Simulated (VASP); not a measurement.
Runs of VASP 6.6.1 on Cu. The structure is that of space group P6_3/mmc (No. 194), or close to it. The cells are those of the table. 

| task | level | potentials or basis | spin | cell | cutoff (eV) | gap on the mesh (eV) | pressure (GPa) |
| --- | --- | --- | --- | --- | --- | --- | --- |
| single point | PBE | VASP PAW PBE potentials, release 64 (Cu) | non-collinear, zero start, SOC | a = 2.557, b = 2.557, c = 4.228 Å, angles 90.0, 90.0, 120.0°, 2 atoms | 520 | - | 0.5 |
| single point | PBE | VASP PAW PBE potentials, release 64 (Cu) | off | a = 2.557, b = 2.557, c = 4.228 Å, angles 90.0, 90.0, 120.0°, 2 atoms | 520 | none | (a) |
| single point | LDA | VASP PAW LDA potentials, release 64 (Cu) | off | a = 2.557, b = 2.557, c = 4.228 Å, angles 90.0, 90.0, 120.0°, 2 atoms | 520 | none | -13.1 |
| electric field gradients | LDA | VASP PAW LDA potentials, release 64 (Cu) | off | a = 2.557, b = 2.557, c = 4.228 Å, angles 90.0, 90.0, 120.0°, 2 atoms | 520 | none | -13.1 |
| relaxation of cell and atoms | PBE | VASP PAW PBE potentials, release 64 (Cu) | off | relaxed from a = 2.512, b = 2.512, c = 4.070 Å, angles 90.0, 90.0, 120.0°, 2 atoms | 600 | none | 0.0 |
| single point | PBEsol | VASP PAW PBE potentials, release 64 (Cu) | off | a = 2.557, b = 2.557, c = 4.228 Å, angles 90.0, 90.0, 120.0°, 2 atoms | 520 | none | -7.4 |

Alike in all rows: k mesh 17 × 17 × 9; smearing fermi-dirac 0.03 eV.

Task: Estimate the missing entries.

Result: (a) 0.6.

Caveats: the PAW data sets were made with another functional, which shifts forces and pressure a little (some runs).

A gap of «none» marks levels without a gap at the run's occupations.
